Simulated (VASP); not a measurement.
# KI (F-43m) in VASP: notebook

KI is run at these levels: HSE06, PBE0; tasks: single point.

Program: VASP 6.6.1. These are calculated values, not measurements. Logs are shortened: lines on timing, memory, paths and dates and some standing lists are left out, and cuts for length are marked.

### 1 The cell of the first run

Symmetry: F-43m, No. 216, cubic system. Conventional cell: a = 7.932 Å, b = 7.932 Å, c = 7.932 Å, α = 90.00°, β = 90.00°, γ = 90.00°. Within 4.5 Å of K (site symmetry -43m) lie 4 I at 3.43 Å. Within 4.5 Å of I (site symmetry -43m) lie 4 K at 3.43 Å.

### 2 Single point, HSE06

POSCAR reads:

```
KI
1.0
    0.0000000000      3.9658945178      3.9658945178
    3.9658945178      0.0000000000      3.9658945178
    3.9658945178      3.9658945178      0.0000000000
K I
1 1
Direct
    0.0000000000      0.0000000000      0.0000000000
    0.2500000000      0.2500000000      0.2500000000
```

INCAR.step1 reads:

```
PREC     = Accurate       # precision mode
ENCUT    = 520            # plane-wave cutoff, eV
EDIFF    = 1E-5           # SCF threshold, eV
ISMEAR   = 0              # smearing method
SIGMA    = 0.01           # smearing width, eV
LREAL    = False          # projectors in reciprocal space
LASPH    = True           # aspherical terms in the spheres
NELM     = 60             # most SCF steps
ALGO     = Normal         # electronic algorithm
ISIF     = 2              # what is computed and relaxed
LWAVE    = True           # write WAVECAR
GGA      = PE             # functional
NBANDS   = 15             # bands
```

INCAR.step2 reads:

```
PREC     = Accurate       # precision mode
ENCUT    = 520            # plane-wave cutoff, eV
EDIFF    = 1E-7           # SCF threshold, eV
ISMEAR   = 0              # smearing method
SIGMA    = 0.01           # smearing width, eV
LREAL    = False          # projectors in reciprocal space
LASPH    = True           # aspherical terms in the spheres
NELM     = 60             # most SCF steps
ALGO     = Normal         # electronic algorithm
ISIF     = 2              # what is computed and relaxed
LWAVE    = False          # write WAVECAR
LCHARG   = True           # write CHGCAR
GGA      = PE             # functional
LHFCALC  = True           # exact exchange
HFSCREEN = 0.2079         # screening, 1/A
PRECFOCK = Normal       
LELF     = True           # ELF
LVHAR    = True         
ISTART   = 1            
NBANDS   = 15             # bands
```

KPOINTS reads:

```
regular mesh
0
Gamma
  4 4 4
```

Potentials or basis: VASP PAW PBE potentials, release 64 (K_sv, I).

The run is started by

```sh
> cat potpaw_PBE.64/K_sv/POTCAR potpaw_PBE.64/I/POTCAR > POTCAR
> cp INCAR.step1 INCAR
> mpirun -np 1 vasp_std > vasp.out
> cp INCAR.step2 INCAR
> mpirun -np 1 vasp_std > vasp.out
```

OUTCAR:

```text
PREC = Accurate
   ENCUT = 520
   EDIFF = 1E-7
   ISMEAR = 0
   LREAL = False
   LASPH = True
   NELM = 60
   ISIF = 2
   GGA = PE
   LHFCALC = True
   HFSCREEN = 0.2079
   PRECFOCK = Normal
   ISTART = 1

 ion  position               nearest neighbor table
   1  0.000  0.000  0.000-   2 3.43   2 3.43   2 3.43   2 3.43
   2  0.250  0.250  0.250-   1 3.43   1 3.43   1 3.43   1 3.43

  LATTYP: Found a face centered cubic cell.
 ALAT       =     7.9317890356

  Lattice vectors:

 A1 = (   0.0000000000,   3.9658945178,   3.9658945178)
 A2 = (   3.9658945178,   0.0000000000,   3.9658945178)
 A3 = (   3.9658945178,   3.9658945178,   0.0000000000)

Analysis of symmetry for initial positions (statically):
=====================================================================
 Subroutine PRICEL returns:
 Original cell was already a primitive cell.

 Routine SETGRP: Setting up the symmetry group for a
 face centered cubic supercell.

 Subroutine GETGRP returns: Found 24 space group operations
 (whereof 24 operations were pure point group operations)
 out of a pool of 48 trial point group operations.

The static configuration has the point symmetry T_d .

Analysis of symmetry for dynamics (positions and initial velocities):
=====================================================================
 Subroutine PRICEL returns:
 Original cell was already a primitive cell.

 Routine SETGRP: Setting up the symmetry group for a
 face centered cubic supercell.

 Subroutine GETGRP returns: Found 24 space group operations
 (whereof 24 operations were pure point group operations)
 out of a pool of 48 trial point group operations.

The dynamic configuration has the point symmetry T_d .

 Subroutine INISYM returns: Found 24 space group operations
 (whereof 24 operations are pure point group operations),
 and found     1 'primitive' translations

----------------------------------------------------------------------------------------

                                     Primitive cell

  volume of cell :     124.7537

  direct lattice vectors                    reciprocal lattice vectors
     0.000000000  3.965894518  3.965894518    -0.126074962  0.126074962  0.126074962
     3.965894518  0.000000000  3.965894518     0.126074962 -0.126074962  0.126074962
     3.965894518  3.965894518  0.000000000     0.126074962  0.126074962 -0.126074962

  length of vectors
     5.608621814  5.608621814  5.608621814     0.218368239  0.218368239  0.218368239

  position of ions in fractional coordinates (direct lattice)
     0.000000000  0.000000000  0.000000000
     0.250000000  0.250000000  0.250000000

  ion indices of the primitive-cell ions
   primitive index   ion index
                 1           1
                 2           2

----------------------------------------------------------------------------------------

 KPOINTS: regular mesh

Automatic generation of k-mesh.
 Grid dimensions read from file:
 generate k-points for:    4    4    4

 Generating k-lattice:

  Cartesian coordinates                     Fractional coordinates (reciprocal lattice)
    -0.031518740  0.031518740  0.031518740     0.250000000  0.000000000  0.000000000
     0.031518740 -0.031518740  0.031518740     0.000000000  0.250000000  0.000000000
     0.031518740  0.031518740 -0.031518740     0.000000000  0.000000000  0.250000000

  Length of vectors
     0.054592060  0.054592060  0.054592060

  Shift w.r.t. Gamma in fractional coordinates (k-lattice)
     0.000000000  0.000000000  0.000000000

 Subroutine IBZKPT returns following result:
 ===========================================

 Found      8 irreducible k-points:

 Following reciprocal coordinates:
            Coordinates               Weight
  0.000000  0.000000  0.000000      1.000000
  0.250000  0.000000  0.000000      8.000000
  0.500000  0.000000  0.000000      4.000000
  0.250000  0.250000  0.000000      6.000000
  0.500000  0.250000  0.000000     24.000000
 -0.250000  0.250000  0.000000     12.000000
  0.500000  0.500000  0.000000      3.000000
 -0.250000  0.500000  0.250000      6.000000
   k-points           NKPTS =      8   k-points in BZ     NKDIM =     64   number of bands    NBANDS=     15
   number of dos      NEDOS =    301   number of ions     NIONS =      2
   total plane-waves  NPLWV =  74088
   dimension x,y,z NGX =    42 NGY =   42 NGZ =   42
   dimension x,y,z NGXF=    84 NGYF=   84 NGZF=   84
   ions per type =               1   1
   NGX,Y,Z   is equivalent  to a cutoff of  12.45, 12.45, 12.45 a.u.
   NGXF,Y,Z  is equivalent  to a cutoff of  24.90, 24.90, 24.90 a.u.
 SYSTEM =  unknown system
   PREC   = accura    normal or accurate (medium, high low for compatibility)
   ISTART =      1    job   : 0-new  1-cont  2-samecut
   ICHARG =      0    charge: 1-file 2-atom 10-const
   ISPIN  =      1    spin polarized calculation?
   LNONCOLLINEAR =      F non collinear calculations
   LSORBIT =      F    spin-orbit coupling
   LASPH  =      T    aspherical Exc in radial PAW
   ENCUT  =  520.0 eV  38.22 Ry    6.18 a.u.  10.43 10.43 10.43*2*pi/ulx,y,z
   NELM   =     60;   NELMIN=  2; NELMDL=  0     # of ELM steps
   EDIFF  = 0.1E-06   stopping-criterion for ELM
   LREAL  =      F    real-space projection
   EDIFFG = 0.1E-05   stopping-criterion for IOM
   NSW    =      0    number of steps for IOM
   IBRION =     -1    ionic relax: 0-MD 1-quasi-New 2-CG
   NFREE  =      0    steps in history (QN), initial steepest desc. (CG)
   ISIF   =      2    stress and relaxation
   ISYM   =      3    0-nonsym 1-usesym 2-fastsym
   POTIM  = 0.5000    time-step for ionic-motion
   TEBEG  =    0.0;   TEEND  =   0.0 temperature during run
   PSTRESS=    0.0 pullay stress
   NELECT =      16.0000    total number of electrons
   NUPDOWN=      -1.0000    fix difference up-down
   EMIN   =  10.00;   EMAX   =-10.00  energy-range for DOS
   EFERMI =   0.00;   METHOD = LEGACY
   ISMEAR =     0;   SIGMA  =   0.01  broadening in eV -4-tet -1-fermi 0-gaus
   EFERMI_NEDOS =   21; number of points for ismear=-14 and -15
   IALGO  =     38    algorithm
   IMIX   =      1    mixing-type and parameters
     AMIX     =   0.40;   BMIX     =  1.00
     AMIX_MAG =   1.60;   BMIX_MAG =  1.00
  volume/ion in A,a.u.               =      62.38       420.94
  Fermi-wavevector in a.u.,A,eV,Ry     =   0.825589  1.560136  9.273683  0.681596
  Thomas-Fermi vector in A             =   1.937473
   LORBIT       =      0    0 simple, 1 ext, 2 COOP (PROOUT), +10 PAW based schemes
   GGA     = PE    functional components
   LHFCALC =     T    Hartree Fock is set to
   PRECFOCK=normal    Normal, Fast or Accurate (Low or Medium for compatibility)
   ENCUT4O =  -1.0   cutoff for four orbital integrals eV
   NKREDX  =     1    reduce k-point grid by
   NKREDY  =     1    reduce k-point grid by
   NKREDZ  =     1    reduce k-point grid by
   AEXX    =    0.2500 exact exchange contribution
   HFSCREEN=    0.2079 screening length (either q_TF or 0.3 A-1)
   HFSCREENC=   0.2079 screening length for correlation (either q_TF or 0.3 A-1)
   ENCUTFOCK=  -1.0 apply spherical cutoff to Coloumb kernel
   IVDW    =     0    specifies the selected vdW correction
   LEPSILON=     F    determine dielectric tensor
   LRPA    =     F    only Hartree local field effects (RPA)
 non-spin polarized calculation
 Gauss-broadening in eV      SIGMA  =   0.01
  energy-cutoff  :      520.00
  volume of cell :      124.75
 maximum number of plane-waves:      3383
 NGX is ok and might be reduce to    42
  NGX = 32; NGY = 32; NGZ = 32

 number of electron      16.0000003 magnetization

 Free energy of the ion-electron system (eV)
  ---------------------------------------------------
  ext. energy  EPLUGINS =         0.00000000
  ---------------------------------------------------
  free energy    TOTEN  =        -6.21381144 eV

  energy without entropy =       -6.21381144  energy(sigma->0) =       -6.21381144

 E-fermi :  -2.8028     XC(G=0):  -4.8670

 val. band max:       -2.9150709457   @ k =   0.0000   0.0000   0.0000
 cond. band min:       1.9623749960   @ k =   0.0000   0.0000   0.0000
 fundamental gap:      4.8774459418
 Fermi energy:        -2.8028143092

 k-point     1 :       0.0000    0.0000    0.0000
  band No.  band energies     occupation
      1     -33.6923      2.00000
      2     -15.8317      2.00000
      3     -15.8317      2.00000
      4     -15.8317      2.00000
      5     -13.7824      2.00000
      6      -2.9151      2.00000
      7      -2.9151      2.00000
      8      -2.9151      2.00000
      9       1.9624      0.00000
     10       5.8644      0.00000
     11       5.8644      0.00000
     12       6.3341      0.00000
     13       6.3341      0.00000
     14       6.3341      0.00000
     15       7.5309      0.00000

 k-point     2 :       0.2500    0.0000    0.0000
  band No.  band energies     occupation
      1     -33.6920      2.00000
      2     -15.8648      2.00000
      3     -15.8334      2.00000
      4     -15.8334      2.00000
      5     -13.7257      2.00000
      6      -3.1779      2.00000
      7      -2.9203      2.00000
      8      -2.9203      2.00000
      9       2.7822      0.00000
     10       5.4439      0.00000
     11       5.4439      0.00000
     12       5.5284      0.00000
     13       6.7436      0.00000
     14       6.8087      0.00000
     15       6.8087      0.00000
[... 77 lines left out ...]
      3     -15.8399      2.00000
      4     -15.8399      2.00000
      5     -13.6346      2.00000
      6      -3.4123      2.00000
      7      -2.9819      2.00000
      8      -2.9819      2.00000
      9       3.3137      0.00000
     10       4.3730      0.00000
     11       6.1279      0.00000
     12       6.7282      0.00000
     13       6.7282      0.00000
     14       7.1833      0.00000
     15       7.3466      0.00000

 k-point     8 :      -0.2500    0.5000    0.2500
  band No.  band energies     occupation
      1     -33.6916      2.00000
      2     -15.9072      2.00000
      3     -15.8424      2.00000
      4     -15.8400      2.00000
      5     -13.6347      2.00000
      6      -3.2388      2.00000
      7      -3.1722      2.00000
      8      -2.9919      2.00000
      9       3.6589      0.00000
     10       4.5990      0.00000
     11       5.6614      0.00000
     12       5.7343      0.00000
     13       6.7875      0.00000
     14       7.2582      0.00000
     15       7.6822      0.00000

------------------------ aborting loop because EDIFF is reached ----------------------------------------

  FORCE on cell =-STRESS in cart. coord.  units (eV):
  Direction    XX          YY          ZZ          XY          YZ          ZX
  --------------------------------------------------------------------------------------
  -------------------------------------------------------------------------------------
  Total        0.0729457      0.0729457      0.0729457     -0.0000000      0.0000000     -0.0000000
  in kB        0.9368214      0.9368214      0.9368214     -0.0000000      0.0000000     -0.0000000
  external PRESSURE =       0.9368214 kB  Pullay stress =       0.0000000 kB

 VOLUME and BASIS-vectors are now :
 -----------------------------------------------------------------------------
  energy-cutoff  :      520.00
  volume of cell :      124.75
      direct lattice vectors                 reciprocal lattice vectors
     0.000000000  3.965894518  3.965894518    -0.126074962  0.126074962  0.126074962
     3.965894518  0.000000000  3.965894518     0.126074962 -0.126074962  0.126074962
     3.965894518  3.965894518  0.000000000     0.126074962  0.126074962 -0.126074962

 POSITION                                       TOTAL-FORCE (eV/Angst)
 -----------------------------------------------------------------------------------
      0.00000      0.00000      0.00000        -0.000000     -0.000000     -0.000000
      1.98295      1.98295      1.98295         0.000000      0.000000      0.000000
 -----------------------------------------------------------------------------------
    total drift:                                0.000004     -0.000003     -0.000001

  FREE ENERGIE OF THE ION-ELECTRON SYSTEM (eV)
  ---------------------------------------------------
  free  energy   TOTEN  =        -6.2138114430 eV

  energy  without entropy=       -6.2138114430  energy(sigma->0) =       -6.21381144
```

Wall time 4.5 min (1 thread of Intel Xeon 6975P-C (Granite Rapids), shared host); peak memory 0.38 GiB.

Results:

| Property | Result |
| --- | --- |
| Free energy | -6.2138 eV |
| Pressure | 0.1 GPa |
| Band gap on the k mesh | 4.88 eV |

Caveat: the PAW data sets were made with another functional, which shifts forces and pressure a little; spin-orbit coupling is left out, which moves the levels of the heavy elements.

### 3 Single point, PBE0

POSCAR is that of step 2.

INCAR.step1 reads:

```
SYSTEM = KI
ALGO = Normal ; EDIFF = 1E-5
ENCUT = 520 ; GGA = PE
ISIF = 2 ; ISMEAR = 0
LASPH = .True. ; LCHARG = .False.
LREAL = .False. ; LWAVE = .True.
NBANDS = 15 ; NELM = 100
PREC = Accurate ; SIGMA = 0.01
```

INCAR.step2 reads:

```
SYSTEM = KI
AEXX = 0.25 ; ALGO = Normal
EDIFF = 1E-6 ; ENCUT = 520
GGA = PE ; ISIF = 2
ISMEAR = 0 ; ISTART = 1
LASPH = .True. ; LCHARG = .False.
LHFCALC = .True. ; LREAL = .False.
LWAVE = .False. ; NBANDS = 15
NELM = 100 ; PREC = Accurate
PRECFOCK = Normal ; SIGMA = 0.01
```

KPOINTS reads:

```
k-points
0
Gamma
  4 4 4
  0 0 0
```

Potentials or basis: VASP PAW PBE potentials, release 64 (K_sv, I).

The run is started by

```sh
> cat potpaw_PBE.64/K_sv/POTCAR potpaw_PBE.64/I/POTCAR > POTCAR
> cp INCAR.step1 INCAR
> mpirun -np 1 vasp_std > vasp.out
> cp INCAR.step2 INCAR
> mpirun -np 1 vasp_std > vasp.out
```

OUTCAR:

```text
SYSTEM = KI
   AEXX = 0.25
   EDIFF = 1E-6
   ENCUT = 520
   GGA = PE
   ISIF = 2
   ISMEAR = 0
   ISTART = 1
   LASPH = .True.
   LHFCALC = .True.
   LREAL = .False.
   NELM = 100
   PREC = Accurate
   PRECFOCK = Normal

 ion  position               nearest neighbor table
   1  0.000  0.000  0.000-   2 3.43   2 3.43   2 3.43   2 3.43
   2  0.250  0.250  0.250-   1 3.43   1 3.43   1 3.43   1 3.43

  LATTYP: Found a face centered cubic cell.
 ALAT       =     7.9317890356

  Lattice vectors:

 A1 = (   0.0000000000,   3.9658945178,   3.9658945178)
 A2 = (   3.9658945178,   0.0000000000,   3.9658945178)
 A3 = (   3.9658945178,   3.9658945178,   0.0000000000)

Analysis of symmetry for initial positions (statically):
=====================================================================
 Subroutine PRICEL returns:
 Original cell was already a primitive cell.

 Routine SETGRP: Setting up the symmetry group for a
 face centered cubic supercell.

 Subroutine GETGRP returns: Found 24 space group operations
 (whereof 24 operations were pure point group operations)
 out of a pool of 48 trial point group operations.

The static configuration has the point symmetry T_d .
[... 166 lines left out ...]
      5     -14.2004      2.00000
      6      -3.3051      2.00000
      7      -3.3051      2.00000
      8      -3.3051      2.00000
      9       2.2966      0.00000
     10       6.2442      0.00000
     11       6.2442      0.00000
     12       6.7022      0.00000
     13       6.7022      0.00000
     14       6.7022      0.00000
[... 113 lines left out ...]
      2     -16.3258      2.00000
      3     -16.2606      2.00000
      4     -16.2582      2.00000
      5     -14.0515      2.00000
      6      -3.6370      2.00000
      7      -3.5716      2.00000
      8      -3.3858      2.00000
      9       4.0026      0.00000
     10       4.9554      0.00000
     11       6.0372      0.00000
     12       6.0995      0.00000
     13       7.1699      0.00000
     14       7.6413      0.00000
     15       8.0700      0.00000

------------------------ aborting loop because EDIFF is reached ----------------------------------------

  FORCE on cell =-STRESS in cart. coord.  units (eV):
  Direction    XX          YY          ZZ          XY          YZ          ZX
  --------------------------------------------------------------------------------------
  -------------------------------------------------------------------------------------
  Total        0.0600415      0.0600415      0.0600415     -0.0000000     -0.0000000     -0.0000000
  in kB        0.7710962      0.7710962      0.7710962     -0.0000000     -0.0000000     -0.0000000
  external PRESSURE =       0.7710962 kB  Pullay stress =       0.0000000 kB

 VOLUME and BASIS-vectors are now :
 -----------------------------------------------------------------------------
  energy-cutoff  :      520.00
  volume of cell :      124.75
      direct lattice vectors                 reciprocal lattice vectors
     0.000000000  3.965894518  3.965894518    -0.126074962  0.126074962  0.126074962
     3.965894518  0.000000000  3.965894518     0.126074962 -0.126074962  0.126074962
     3.965894518  3.965894518  0.000000000     0.126074962  0.126074962 -0.126074962

 POSITION                                       TOTAL-FORCE (eV/Angst)
 -----------------------------------------------------------------------------------
      0.00000      0.00000      0.00000         0.000000      0.000000      0.000000
      1.98295      1.98295      1.98295        -0.000000     -0.000000     -0.000000
 -----------------------------------------------------------------------------------
    total drift:                                0.000004     -0.000003     -0.000001

  FREE ENERGIE OF THE ION-ELECTRON SYSTEM (eV)
  ---------------------------------------------------
  free  energy   TOTEN  =        -6.7216917450 eV

  energy  without entropy=       -6.7216917450  energy(sigma->0) =       -6.72169175
```

OSZICAR.step1:

```text
N       E                     dE             d eps       ncg     rms          rms(c)
DAV:   1     0.971573017376E+02    0.97157E+02   -0.62825E+03   240   0.883E+02
DAV:   2     0.148576309319E+01   -0.95672E+02   -0.87571E+02   324   0.206E+02
DAV:   3    -0.519630940483E+01   -0.66821E+01   -0.66425E+01   338   0.483E+01
DAV:   4    -0.556645519056E+01   -0.37015E+00   -0.37006E+00   408   0.106E+01
DAV:   5    -0.556827497451E+01   -0.18198E-02   -0.18198E-02   345   0.884E-01    0.295E+00
DAV:   6    -0.538961697043E+01    0.17866E+00   -0.20217E-01   289   0.213E+00    0.216E+00
DAV:   7    -0.536644272299E+01    0.23174E-01   -0.21474E-01   324   0.191E+00    0.929E-01
DAV:   8    -0.538239033979E+01   -0.15948E-01   -0.22472E-02   302   0.828E-01    0.144E-01
DAV:   9    -0.538484825026E+01   -0.24579E-02   -0.33129E-03   275   0.256E-01    0.111E-01
DAV:  10    -0.538582221449E+01   -0.97396E-03   -0.57510E-04   256   0.138E-01    0.236E-02
DAV:  11    -0.538594016135E+01   -0.11795E-03   -0.14390E-04   268   0.638E-02    0.216E-02
DAV:  12    -0.538596387654E+01   -0.23715E-04   -0.25449E-05   260   0.345E-02    0.877E-03
DAV:  13    -0.538596447884E+01   -0.60230E-06   -0.41491E-07   267   0.501E-03
   1 F= -.53859645E+01 E0= -.53859645E+01  d E =-.126165E-14
```

Wall time 4.7 min (1 thread of Intel Xeon 6975P-C (Granite Rapids), shared host); peak memory 0.28 GiB.

What came out:

```
Free energy            : -6.7217 eV
Pressure               : 0.1 GPa
Band gap on the k mesh : 5.60 eV
```

Caveat: the PAW data sets were made with another functional, which shifts forces and pressure a little; spin-orbit coupling is left out, which moves the levels of the heavy elements.
